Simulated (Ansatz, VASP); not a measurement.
## MgSi4N in VASP and in Ansatz

```xyz
6
Lattice="0.0000 3.5257 3.5257 3.5257 0.0000 3.5257 3.5257 3.5257 0.0000" Properties=species:S:1:pos:R:3 pbc="T T T"
Mg    1.7629    1.7629    1.7629
Si    2.6399    4.4115    2.6399
Si    4.4115    4.4115    4.4115
Si    4.4115    2.6399    2.6399
Si    2.6399    2.6399    4.4115
N     0.0000    0.0000    0.0000
```

Alike in both runs: functional PBE; k mesh 10 × 10 × 10; occupations gaussian, width 0.1 eV; collinear spin.

Ansatz relaxed the structure, and its values are those at the end. VASP's run is a single point on that final structure, the one shown.

```csv
,VASP,Ansatz
version,VASP 6.6.1,Ansatz 0.2.0
potentials or method,"VASP PAW PBE potentials, release 64 (Mg, Si, N), cutoff 520 eV","scalar-relativistic, plane waves, PAW"
valence electrons in the cell,23,31
```

Ansatz gave:

```
gap on the k mesh at the Fermi level (eV)                     : none
pressure (GPa)                                                : 0.0
net moment per atom (μB)                                      : 0.05
size of the moment on the site where the two differ most (μB) : 0.27
```

**Question.** Estimate VASP's values.

**Answer.** gap on the k mesh at the Fermi level (eV): none; pressure (GPa): -0.1; net moment per atom (μB): 0.05; size of the moment on the site where the two differ most (μB): 0.22.

Site moments also hang on the region over which each program counts them. A gap of «none» marks a metal or a gap that the smearing closes. The functional is the same, so the differences come from potentials, cutoffs and numerics. VASP's potentials hold 23 valence electrons a cell and Ansatz's 31, so a difference there can come from the potentials and not from the codes.
